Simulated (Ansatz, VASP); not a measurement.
# SnTe: VASP beside Ansatz

```xyz
2
Lattice="0.0316 3.1723 3.1723 3.1723 0.0316 3.1723 3.1723 3.1723 0.0316" Properties=species:S:1:pos:R:3 pbc="T T T"
Sn    0.0000    0.0000    0.0000
Te    3.1881    3.1881    3.1881
```

Change from the starting cell: equal xy, yz and zx shear strains of +1 %, crystal datasets.

Alike in both runs: task electric field gradients; functional PBEsol; k mesh 11 × 11 × 11; occupations fermi-dirac, width 0.08 eV; no spin polarisation.

```csv
,VASP,Ansatz
version,VASP 6.6.1,Ansatz 0.2.0
potentials or method,"VASP PAW PBE potentials, release 64 (Sn_d, Te), cutoff 520 eV","all-electron PAW with datasets made for the crystal, scalar-relativistic"
```

Ansatz gave:

```
pressure (GPa)                                                : -0.5
traceless stress, the component that is largest in VASP (GPa) : -0.16
size of Vzz on the site where it differs most (V/Å²)          : 11.7
```

**Question.** Which values does VASP return?

**Answer.** Pressure (GPa): -0.5; traceless stress, the component that is largest in VASP (GPa): -0.16; size of Vzz on the site where it differs most (V/Å²): 11.3.

VASP's potentials were made for PBE, not for PBEsol. Ansatz ran all-electron here, and VASP with PAW potentials.

Spin-orbit coupling is off throughout.
